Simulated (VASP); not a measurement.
A run of VASP 6.6.1:

INCAR

```
SYSTEM = Co
PREC = Accurate ; ENCUT = 690
EDIFF = 1E-6 ; ISMEAR = -1
SIGMA = 0.1 ; LREAL = .FALSE.
LASPH = .TRUE. ; NELM = 120
ALGO = Normal ; ISIF = 2
LWAVE = .FALSE. ; LCHARG = .TRUE.
GGA = PE ; LELF = .TRUE.
LVHAR = .TRUE. ; NBANDS = 14
GGA_COMPAT = .FALSE.
```

The input KPOINTS:

```
regular mesh
0
G
  18 18 18
  0 0 0
```

POSCAR

```
Co
1.0
    0.0000000000      1.7055420891      1.7055420891
    1.7055420891      0.0000000000      1.7055420891
    1.7055420891      1.7055420891      0.0000000000
Co
1
Direct
    0.0000000000      0.0000000000      0.0000000000
```

Potentials or basis: VASP PAW PBE potentials, release 64 (Co_sv).

Launch:

```console
$ cat potpaw_PBE.64/Co_sv/POTCAR > POTCAR
$ mpirun -np 1 vasp_std > vasp.out
```

Hardware: 1 thread of Intel(R) Xeon(R) Platinum 8559C (Emerald Rapids), on a shared host.

Question: Estimate the wall time of this run.

Answer: Wall time 20 s on 1 thread of Intel(R) Xeon(R) Platinum 8559C (Emerald Rapids), with other jobs on the host, peak memory 0.16 GiB. Counts: scf iterations 12, k points 195.
